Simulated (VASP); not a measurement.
# MgB2 (P6/mmm) in VASP: a series of runs, part 2 of 2

VASP 6.6.1. The steps go on from the part before.

### Step 4. Relaxation of shape and atoms at fixed volume, RPBE+D4

The input, INCAR:

```
  PREC = Accurate
  ENCUT = 600
  EDIFF = 1E-7
  ISMEAR = 0
  SIGMA = 0.05
  LREAL = F
  LASPH = T
  NELM = 80
  ALGO = Normal
  ISIF = 4
  LWAVE = F
  LCHARG = F
  GGA = RP
  IVDW = 13
  IBRION = 2
  NSW = 60
  EDIFFG = -0.02
```

The input, KPOINTS:

```
Automatic mesh
0
Gamma
  8 8 6
```

The input, POSCAR:

```
MgB2
1.0
    3.0897861850      0.0000000000      0.0000000000
   -1.5448930925      2.6758333285      0.0000000000
    0.0000000000      0.0000000000      3.5120909540
Mg B
1 2
Direct
    0.0000000000      0.0000000000      0.0000000000
    0.3333333333      0.6666666667      0.5000000000
    0.6666666667      0.3333333333      0.5000000000
```

Potentials or basis: VASP PAW PBE potentials, release 64 (Mg, B).

Started as:

```console
$ cat potpaw_PBE.64/Mg/POTCAR potpaw_PBE.64/B/POTCAR > POTCAR
$ mpirun -np 1 vasp_std > vasp.out
```

OUTCAR:

```text
PREC = Accurate
   ENCUT = 600
   EDIFF = 1E-7
   ISMEAR = 0
   LREAL = F
   LASPH = T
   NELM = 80
   ISIF = 4
   GGA = RP
   IVDW = 13
   IBRION = 2
   NSW = 60
   EDIFFG = -0.02

 ion  position               nearest neighbor table
   1  0.000  0.000  0.000-   2 2.50   3 2.50   2 2.50   3 2.50   3 2.50   3 2.50   2 2.50   2 2.50
                             3 2.50   3 2.50   2 2.50   2 2.50
   2  0.333  0.667  0.500-   3 1.78   3 1.78   3 1.78   1 2.50   1 2.50   1 2.50   1 2.50   1 2.50
                             1 2.50
   3  0.667  0.333  0.500-   2 1.78   2 1.78   2 1.78   1 2.50   1 2.50   1 2.50   1 2.50   1 2.50
                             1 2.50

  LATTYP: Found a hexagonal cell.
 ALAT       =     3.0897861850
 C/A-ratio  =     1.1366776676

  Lattice vectors:

 A1 = (   3.0897861850,   0.0000000000,   0.0000000000)
 A2 = (  -1.5448930925,   2.6758333285,   0.0000000000)
 A3 = (   0.0000000000,   0.0000000000,   3.5120909540)

Analysis of symmetry for initial positions (statically):
=====================================================================
 Subroutine PRICEL returns:
 Original cell was already a primitive cell.

 Routine SETGRP: Setting up the symmetry group for a
 hexagonal supercell.

 Subroutine GETGRP returns: Found 24 space group operations
 (whereof 24 operations were pure point group operations)
 out of a pool of 24 trial point group operations.

The static configuration has the point symmetry D_6h.

Analysis of symmetry for dynamics (positions and initial velocities):
=====================================================================
 Subroutine PRICEL returns:
 Original cell was already a primitive cell.

 Routine SETGRP: Setting up the symmetry group for a
 hexagonal supercell.

 Subroutine GETGRP returns: Found 24 space group operations
 (whereof 24 operations were pure point group operations)
 out of a pool of 24 trial point group operations.

The dynamic configuration has the point symmetry D_6h.

 Subroutine INISYM returns: Found 24 space group operations
 (whereof 24 operations are pure point group operations),
 and found     1 'primitive' translations

----------------------------------------------------------------------------------------

                                     Primitive cell

  volume of cell :      29.0371

  direct lattice vectors                    reciprocal lattice vectors
     3.089786185  0.000000000  0.000000000     0.323646990  0.186857677  0.000000000
    -1.544893092  2.675833328  0.000000000     0.000000000  0.373715354  0.000000000
     0.000000000  0.000000000  3.512090954     0.000000000  0.000000000  0.284730667

  length of vectors
     3.089786185  3.089786185  3.512090954     0.373715354  0.373715354  0.284730667

  position of ions in fractional coordinates (direct lattice)
     0.000000000  0.000000000  0.000000000
     0.333333333  0.666666667  0.500000000
     0.666666667  0.333333333  0.500000000

  ion indices of the primitive-cell ions
   primitive index   ion index
                 1           1
                 2           2
                 3           3

----------------------------------------------------------------------------------------
[... 117 lines left out ...]
  ---------------------------------------------------
  free energy    TOTEN  =       -14.50769685 eV

  energy without entropy =      -14.50519153  energy(sigma->0) =      -14.50644419

------------------------ aborting loop because EDIFF is reached ----------------------------------------

  DFT-D4 for vdW energy calculation

  Edisp (eV):   -1.40434

  FORCE on cell =-STRESS in cart. coord.  units (eV):
  Direction    XX          YY          ZZ          XY          YZ          ZX
  --------------------------------------------------------------------------------------
  -------------------------------------------------------------------------------------
  Total      -1.13273    -1.13273    -1.42552     0.00000     0.00000    -0.00000
  in kB     -62.50029   -62.50029   -78.65594     0.00000     0.00000    -0.00000
  external pressure =      -67.89 kB  Pullay stress =        0.00 kB

 VOLUME and BASIS-vectors are now :
 -----------------------------------------------------------------------------
  energy-cutoff  :      600.00
  volume of cell :       29.04
      direct lattice vectors                 reciprocal lattice vectors
     3.089786185  0.000000000  0.000000000     0.323646990  0.186857677  0.000000000
    -1.544893092  2.675833328  0.000000000     0.000000000  0.373715354  0.000000000
     0.000000000  0.000000000  3.512090954     0.000000000  0.000000000  0.284730667

 POSITION                                       TOTAL-FORCE (eV/Angst)
 -----------------------------------------------------------------------------------
      0.00000      0.00000      0.00000        -0.000000      0.000000      0.000000
     -0.00000      1.78389      1.75605        -0.000000      0.000000     -0.000000
      1.54489      0.89194      1.75605         0.000000     -0.000000      0.000000
 -----------------------------------------------------------------------------------
    total drift:                               -0.000000      0.000000     -0.000000

  FREE ENERGIE OF THE ION-ELECTRON SYSTEM (eV)
  ---------------------------------------------------
  free  energy   TOTEN  =       -15.9120387805 eV

  energy  without entropy=      -15.9095334596  energy(sigma->0) =      -15.91078612

--------------------------------------- Ionic step        2  -------------------------------------------

 number of electron       8.0000000 magnetization

 Free energy of the ion-electron system (eV)
  ---------------------------------------------------
  ext. energy  EPLUGINS =         0.00000000
  ---------------------------------------------------
  free energy    TOTEN  =       -14.50762154 eV

  energy without entropy =      -14.50535613  energy(sigma->0) =      -14.50648883

 E-fermi :   5.3913     XC(G=0): -10.8320

 val. band max:        5.3885745326   @ k =   0.1250   0.0000   0.3333
 cond. band min:       5.4173379947   @ k =   0.3750   0.1250   0.3333
 fundamental gap:      0.0287634621
 Fermi energy:         5.3913445790

 k-point     1 :       0.0000    0.0000    0.0000
  band No.  band energies     occupation
      1      -7.0847      2.00000
      2       2.5289      2.00000
      3       5.6939      0.00000
      4       5.6939      0.00000
      5       7.1958      0.00000
      6      11.5841      0.00000
      7      11.5841      0.00000
      8      13.2429      0.00000
[... 243 lines left out ...]
 k-point    24 :       0.3750    0.0000    0.3333
  band No.  band energies     occupation
      1      -3.9709      2.00000
      2      -0.0243      2.00000
      3       1.4619      2.00000
      4       3.6522      2.00000
      5       6.4796      0.00000
      6      10.7035      0.00000
      7      14.7930      0.00000
      8      15.1305      0.00000

 [... further k-points ...]

------------------------ aborting loop because EDIFF is reached ----------------------------------------

  DFT-D4 for vdW energy calculation

  Edisp (eV):   -1.40494

  FORCE on cell =-STRESS in cart. coord.  units (eV):
  Direction    XX          YY          ZZ          XY          YZ          ZX
  --------------------------------------------------------------------------------------
  -------------------------------------------------------------------------------------
  Total      -1.25589    -1.25589    -1.29011    -0.00000    -0.00000    -0.00000
  in kB     -69.29593   -69.29593   -71.18428    -0.00000    -0.00000    -0.00000
  external pressure =      -69.93 kB  Pullay stress =        0.00 kB

 VOLUME and BASIS-vectors are now :
 -----------------------------------------------------------------------------
  energy-cutoff  :      600.00
  volume of cell :       29.04
      direct lattice vectors                 reciprocal lattice vectors
     3.094643174  0.000000000 -0.000000000     0.323139032  0.186564407 -0.000000000
    -1.547321587  2.680039604 -0.000000000    -0.000000000  0.373128814 -0.000000000
     0.000000000  0.000000000  3.501075274     0.000000000  0.000000000  0.285626535

 POSITION                                       TOTAL-FORCE (eV/Angst)
 -----------------------------------------------------------------------------------
      3.09464      0.00000     -0.00000         0.000000      0.000000     -0.000000
     -0.00000      1.78669      1.75054        -0.000000      0.000000      0.000000
      1.54732      0.89335      1.75054         0.000000     -0.000000     -0.000000
 -----------------------------------------------------------------------------------
    total drift:                                0.000000      0.000000     -0.000000

  FREE ENERGIE OF THE ION-ELECTRON SYSTEM (eV)
  ---------------------------------------------------
  free  energy   TOTEN  =       -15.9125639214 eV

  energy  without entropy=      -15.9102985095  energy(sigma->0) =      -15.91143122

 reached required accuracy - stopping structural energy minimisation
```

CONTCAR:

```text
MgB2
   1.00000000000000
     3.0946431736747662    0.0000000000000000   -0.0000000000000000
    -1.5473215868373831    2.6800396040772716   -0.0000000000000000
     0.0000000000000000    0.0000000000000000    3.5010752738284969
  Mg              B
     1     2
Direct
     1.0000000000000000    0.0000000000000000    0.0000000000000000
     0.3333333332999970    0.6666666667000030    0.5000000000000000
     0.6666666667000030    0.3333333332999970    0.5000000000000000

  0.00000000E+00  0.00000000E+00  0.00000000E+00
  0.00000000E+00  0.00000000E+00  0.00000000E+00
  0.00000000E+00  0.00000000E+00  0.00000000E+00
```

Run time: 16 s. Hardware: 1 thread of Intel Xeon 6975P-C, shared host; peak memory 0.16 GiB.

Results:

| Property | Result |
| --- | --- |
| Free energy | -15.9126 eV |
| Energy gained by relaxing | 0.2 meV/atom |
| Ionic steps | 2 |
| Pressure after relaxing | -7.0 GPa |
| Band gap on the k mesh | zero (band 4 reaches 6.53 eV, above the bottom of band 5 at 3.91 eV) |
| Dispersion energy per atom | -0.468 eV |

Stress tensor (GPa, compression positive):
```
-6.93  0.00  0.00
 0.00 -6.93  0.00
 0.00  0.00 -7.12
```

The path:
| step | energy change (eV) | largest force (eV/Å) | pressure (GPa) | volume (Å³) |
| --- | --- | --- | --- | --- |
| 1 | 0.0000 | 0.0000 | -6.79 | 29.04 |
| 2 | -0.0005 | 0.0000 | -6.99 | 29.04 |

Final structure:
```xyz
3
Lattice="3.0946 0.0000 0.0000 -1.5473 2.6800 0.0000 0.0000 0.0000 3.5011" Properties=species:S:1:pos:R:3 pbc="T T T"
Mg    3.0946    0.0000    0.0000
B     0.0000    1.7867    1.7505
B     1.5473    0.8933    1.7505
```

Caveat: the PAW data sets were made with another functional, which shifts forces and pressure a little; pairwise dispersion overbinds metals, which lowers pressure and volume.

### Step 5. Relaxation of shape and atoms at fixed volume, revPBE

This run uses another cell than the first one, of 9.78 Å³/atom, 1.010 times its volume.

The input, INCAR:

```
PREC     = Accurate       # precision mode
ENCUT    = 600            # plane-wave cutoff, eV
EDIFF    = 1E-6           # SCF threshold, eV
ISMEAR   = 0              # smearing method
SIGMA    = 0.05           # smearing width, eV
LREAL    = F              # projectors in reciprocal space
LASPH    = T              # aspherical terms in the spheres
NELM     = 60             # most SCF steps
ALGO     = Normal         # electronic algorithm
ISIF     = 4              # what is computed and relaxed
LWAVE    = F              # write WAVECAR
LCHARG   = F              # write CHGCAR
GGA      = RE             # functional
IBRION   = 2              # ionic algorithm
NSW      = 60             # ionic steps
EDIFFG   = -0.01          # ionic threshold
```

The input, KPOINTS:

```
regular mesh
0
Gamma
  8 8 6
```

The input, POSCAR:

```
MgB2
1.0
    3.1016941450      0.0000000000      0.0000000000
   -1.5508470725      2.6861459243      0.0000000000
    0.0000000000      0.0000000000      3.5215867606
Mg B
1 2
Direct
    0.0000000000      0.0000000000      0.0000000000
    0.3333333333      0.6666666667      0.5000000000
    0.6666666667      0.3333333333      0.5000000000
```

Potentials or basis: VASP PAW PBE potentials, release 64 (Mg, B).

Started as:

```console
$ cat potpaw_PBE.64/Mg/POTCAR potpaw_PBE.64/B/POTCAR > POTCAR
$ mpirun -np 1 vasp_std > vasp.out
```

OUTCAR:

```text
PREC = Accurate
   ENCUT = 600
   EDIFF = 1E-6
   ISMEAR = 0
   LREAL = F
   LASPH = T
   NELM = 60
   ISIF = 4
   GGA = RE
   IBRION = 2
   NSW = 60
   EDIFFG = -0.01

 ion  position               nearest neighbor table
   1  0.000  0.000  0.000-   2 2.51   3 2.51   2 2.51   3 2.51   2 2.51   2 2.51   3 2.51   3 2.51
                             3 2.51   3 2.51   2 2.51   2 2.51
   2  0.333  0.667  0.500-   3 1.79   3 1.79   3 1.79   1 2.51   1 2.51   1 2.51   1 2.51   1 2.51
                             1 2.51
   3  0.667  0.333  0.500-   2 1.79   2 1.79   2 1.79   1 2.51   1 2.51   1 2.51   1 2.51   1 2.51
                             1 2.51

  LATTYP: Found a hexagonal cell.
 ALAT       =     3.1016941450
 C/A-ratio  =     1.1353752485

  Lattice vectors:

 A1 = (   3.1016941450,   0.0000000000,   0.0000000000)
 A2 = (  -1.5508470725,   2.6861459243,   0.0000000000)
 A3 = (   0.0000000000,   0.0000000000,   3.5215867606)

Analysis of symmetry for initial positions (statically):
=====================================================================
 Subroutine PRICEL returns:
 Original cell was already a primitive cell.

 Routine SETGRP: Setting up the symmetry group for a
 hexagonal supercell.

 Subroutine GETGRP returns: Found 24 space group operations
 (whereof 24 operations were pure point group operations)
 out of a pool of 24 trial point group operations.

The static configuration has the point symmetry D_6h.

Analysis of symmetry for dynamics (positions and initial velocities):
=====================================================================
 Subroutine PRICEL returns:
 Original cell was already a primitive cell.

 Routine SETGRP: Setting up the symmetry group for a
 hexagonal supercell.

 Subroutine GETGRP returns: Found 24 space group operations
 (whereof 24 operations were pure point group operations)
[... 181 lines left out ...]
    total drift:                               -0.000000      0.000000     -0.000000

  FREE ENERGIE OF THE ION-ELECTRON SYSTEM (eV)
  ---------------------------------------------------
  free  energy   TOTEN  =       -14.6731029793 eV

  energy  without entropy=      -14.6707147424  energy(sigma->0) =      -14.67190886

--------------------------------------- Ionic step        2  -------------------------------------------

 number of electron       8.0000000 magnetization

 Free energy of the ion-electron system (eV)
  ---------------------------------------------------
  ext. energy  EPLUGINS =         0.00000000
  ---------------------------------------------------
  free energy    TOTEN  =       -14.67315204 eV

  energy without entropy =      -14.67068943  energy(sigma->0) =      -14.67192074

 E-fermi :   5.3010     XC(G=0): -10.8067

 val. band max:        5.1910114610   @ k =   0.2500   0.2500   0.5000
 cond. band min:       5.3045455313   @ k =   0.1250  -0.0000   0.3333
 fundamental gap:      0.1135340703
 Fermi energy:         5.3009970012

 k-point     1 :       0.0000    0.0000    0.0000
  band No.  band energies     occupation
      1      -7.1103      2.00000
      2       2.4057      2.00000
      3       5.6152      0.00000
      4       5.6152      0.00000
      5       6.9926      0.00000
      6      11.4935      0.00000
      7      11.4935      0.00000
      8      13.1266      0.00000
[... 243 lines left out ...]
 k-point    24 :       0.3750   -0.0000    0.3333
  band No.  band energies     occupation
      1      -4.0210      2.00000
      2      -0.0867      2.00000
      3       1.3824      2.00000
      4       3.5791      2.00000
      5       6.3857      0.00000
      6      10.5891      0.00000
      7      14.5441      0.00000
      8      14.9820      0.00000

 [... further k-points ...]

------------------------ aborting loop because EDIFF is reached ----------------------------------------

  FORCE on cell =-STRESS in cart. coord.  units (eV):
  Direction    XX          YY          ZZ          XY          YZ          ZX
  --------------------------------------------------------------------------------------
  -------------------------------------------------------------------------------------
  Total       -0.0668932     -0.0668932     -0.0483714      0.0000000      0.0000000      0.0000000
  in kB       -3.6527965     -3.6527965     -2.6413903      0.0000000      0.0000000      0.0000000
  external PRESSURE =      -3.3156611 kB  Pullay stress =       0.0000000 kB

 VOLUME and BASIS-vectors are now :
 -----------------------------------------------------------------------------
  energy-cutoff  :      600.00
  volume of cell :       29.34
      direct lattice vectors                 reciprocal lattice vectors
     3.100265885  0.000000000 -0.000000000     0.322552980  0.186226050  0.000000000
    -1.550132943  2.684909015  0.000000000    -0.000000000  0.372452100  0.000000000
     0.000000000 -0.000000000  3.524832223     0.000000000 -0.000000000  0.283701446

 POSITION                                       TOTAL-FORCE (eV/Angst)
 -----------------------------------------------------------------------------------
      0.00000     -0.00000      3.52483         0.000000     -0.000000     -0.000000
     -0.00000      1.78994      1.76242        -0.000000      0.000000     -0.000000
      1.55013      0.89497      1.76242         0.000000     -0.000000      0.000000
 -----------------------------------------------------------------------------------
    total drift:                                0.000000      0.000000     -0.000000

  FREE ENERGIE OF THE ION-ELECTRON SYSTEM (eV)
  ---------------------------------------------------
  free  energy   TOTEN  =       -14.6731520434 eV

  energy  without entropy=      -14.6706894325  energy(sigma->0) =      -14.67192074

 reached required accuracy - stopping structural energy minimisation
```

Run time: 11 s. Hardware: 1 thread of Intel Xeon 6975P-C, shared host; peak memory 0.16 GiB.

What came out:

- Free energy: -14.6732 eV
- Energy gained by relaxing: 0.0 meV/atom
- Ionic steps: 2
- Pressure after relaxing: -0.3 GPa
- Band gap on the k mesh: zero (band 4 reaches 6.41 eV, above the bottom of band 5 at 3.84 eV)

Stress tensor (GPa, compression positive):
```
-0.37  0.00  0.00
 0.00 -0.37  0.00
 0.00  0.00 -0.26
```

Final structure:
```yaml
crystal:
  lattice:
    - [3.10027, 0.00000, 0.00000]
    - [-1.55013, 2.68491, 0.00000]
    - [0.00000, 0.00000, 3.52483]
  atoms:
    - { symbol: Mg, position: [0.00000, 0.00000, 0.00000] }
    - { symbol: B, position: [0.33333, 0.66667, 0.50000] }
    - { symbol: B, position: [0.66667, 0.33333, 0.50000] }
```

Caveat: the PAW data sets were made with another functional, which shifts forces and pressure a little.

### Step 6. Summary

```csv
level,cell,gap on the mesh (eV),pressure (GPa)
PBE+D3(BJ),"relaxed from a = 3.090, b = 3.090, c = 3.512 Å, angles 90.0, 90.0, 120.0°, 3 atoms",none,-6.1
PBE+D3(BJ),"relaxed from a = 3.092, b = 3.092, c = 3.499 Å, angles 90.0, 90.0, 120.0°, 3 atoms",none,-5.9
RPBE+D4,"relaxed from a = 3.090, b = 3.090, c = 3.512 Å, angles 90.0, 90.0, 120.0°, 3 atoms",none,-7.0
revPBE,"relaxed from a = 3.102, b = 3.102, c = 3.522 Å, angles 90.0, 90.0, 120.0°, 3 atoms",none,-0.3
```

Alike in all rows: task relaxation of shape and atoms at fixed volume; potentials or basis VASP PAW PBE potentials, release 64 (Mg, B); no spin polarisation; k mesh 8 × 8 × 6; cutoff (eV) 600; smearing gaussian 0.05 eV.

Caveats: pairwise dispersion overbinds metals, which lowers pressure and volume (some runs); the PAW data sets were made with another functional, which shifts forces and pressure a little (some runs); the relaxation stopped at its first step, so nothing moved (some runs).

Total energies depend on the potentials used, so only differences within one code and one set of settings carry meaning.
